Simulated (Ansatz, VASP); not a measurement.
## Two plane-wave programs on BP

```xyz
2
Lattice="0.0000 2.3144 2.2690 2.2690 0.0000 2.2690 2.2690 2.3144 0.0000" Properties=species:S:1:pos:R:3 pbc="T T T"
B     0.0000    0.0000    0.0000
P     3.4035    3.4716    3.4035
```

Change from the starting cell: strain +0.0200 x Voigt [0, 1, 0, 0, 0, 0], atoms carried along.

Alike in both runs: task single point; functional r2SCAN; k mesh 10 × 10 × 10; occupations gaussian, width 0.05 eV; no spin polarisation.

```csv
,VASP,Ansatz
version,VASP 6.6.1,Ansatz 0.2.0
potentials or method,"VASP PAW PBE potentials, release 64 (B, P), cutoff 520 eV","scalar-relativistic, plane waves, PAW"
valence electrons in the cell,8,8
```

|  | VASP | Ansatz | Ansatz less VASP |
| --- | --- | --- | --- |
| gap on the k mesh at the Fermi level (eV) | 1.32 | 1.29 | -0.030 |
| least direct gap on the mesh (eV) | 3.50 | 3.46 | -0.040 |
| pressure (GPa) | -3.9 | -3.4 | +0.49 |
| traceless stress, the component that is largest in VASP (GPa) | -3.84 | -3.83 | +0.017 |

VASP's potentials were made for PBE, not for r2SCAN.
